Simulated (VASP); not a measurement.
Cd3HgS4:

```
Cd Hg S
1.0
     4.09028    0.00000    0.00000
    -2.04514    3.54228    0.00000
     0.00000    0.00000   13.35266
Cd Hg S
3 1 4
Direct
  0.33333 0.66667 0.50000
  0.66667 0.33333 0.25000
  0.66667 0.33333 0.75000
  0.33333 0.66667 0.00000
  0.33333 0.66667 0.19250
  0.33333 0.66667 0.69250
  0.66667 0.33333 0.44250
  0.66667 0.33333 0.94250
```

```yaml
Program: VASP 6.6.1
Task: relaxation of cell and atoms
Functional: PBE
Potentials_or_basis: VASP PAW PBE potentials, release 64 (Cd_sv_GW, Hg_sv_GW, S)
Cutoff: 630 eV
k_mesh: 6 × 6 × 2
Occupations: gaussian, width 0.1 eV
Spin: no spin polarisation
```

At the start: pressure 5.2 GPa; volume 24.18 Å³/atom.

Question: How do energy, volume and symmetry change on relaxing?

Answer: Over 10 steps the energy falls by 33.8 meV/atom and the volume is 26.15 Å³/atom (+8.1 %); space group P3m1 (No. 156, to 0.1 Å) before and after.

Step by step:
```tsv
step	energy change (eV)	largest force (eV/Å)	pressure (GPa)	volume (Å³)
1	0.0000	0.4250	5.22	193.47
2	-0.2192	0.0977	-1.82	216.35
3	-0.2620	0.1712	-0.06	209.20
4	-0.2619	0.1665	-0.15	209.53
5	-0.2646	0.1125	-0.09	209.31
6	-0.2664	0.0538	-0.02	209.00
7	-0.2664	0.0679	0.01	208.93
8	-0.2686	0.0474	0.04	208.80
9	-0.2696	0.0527	0.09	208.62
10	-0.2701	0.0245	-0.06	209.18
```

Final structure:
```xyz
8
Lattice="4.2022 0.0000 0.0000 -2.1011 3.6392 0.0000 0.0000 0.0000 13.6788" Properties=species:S:1:pos:R:3 pbc="T T T"
Cd    0.0000    2.4261    6.8678
Cd    2.1011    1.2131    3.4559
Cd    2.1011    1.2131   10.2661
Hg    0.0000    2.4261    0.0387
S     0.0000    2.4261    2.6331
S     0.0000    2.4261    9.4400
S     2.1011    1.2131    6.0298
S     2.1011    1.2131   12.8377
```
